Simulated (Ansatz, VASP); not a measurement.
## One calculation of SiNi, two programs

```
Si Ni
1.0
     3.05528    0.00000    0.00000
     0.00000    3.25831    0.00000
     0.00000    0.00000    4.70939
Si Ni
2 2
Cartesian
  1.5276 1.6292 3.9709
  0.0000 0.0000 0.7385
  1.5276 1.6292 1.6121
  0.0000 0.0000 3.0973
```

Alike in both runs: functional PBE; k mesh 14 × 12 × 10; occupations gaussian, width 0.1 eV; no spin polarisation.

Ansatz relaxed the structure, and its values are those at the end. VASP's run is a single point on that final structure, the one shown.

|  | VASP | Ansatz |
| --- | --- | --- |
| version | VASP 6.6.1 | Ansatz 0.2.0 |
| potentials or method | VASP PAW PBE potentials, release 64 (Si, Ni), cutoff 520 eV | scalar-relativistic, plane waves, PAW |
| valence electrons in the cell | 28 | 44 |

VASP gave:

- gap on the k mesh at the Fermi level (eV): none
- pressure (GPa): 0.0
- rms of the force components (eV/Å): 0.004

**Question.** Estimate Ansatz's values.

**Answer.** gap on the k mesh at the Fermi level (eV): none; pressure (GPa): 0.0; rms of the force components (eV/Å): 0.001.

A gap of «none» marks a metal or a gap that the smearing closes. VASP's potentials hold 28 valence electrons a cell and Ansatz's 44, so a difference there can come from the potentials and not from the codes.
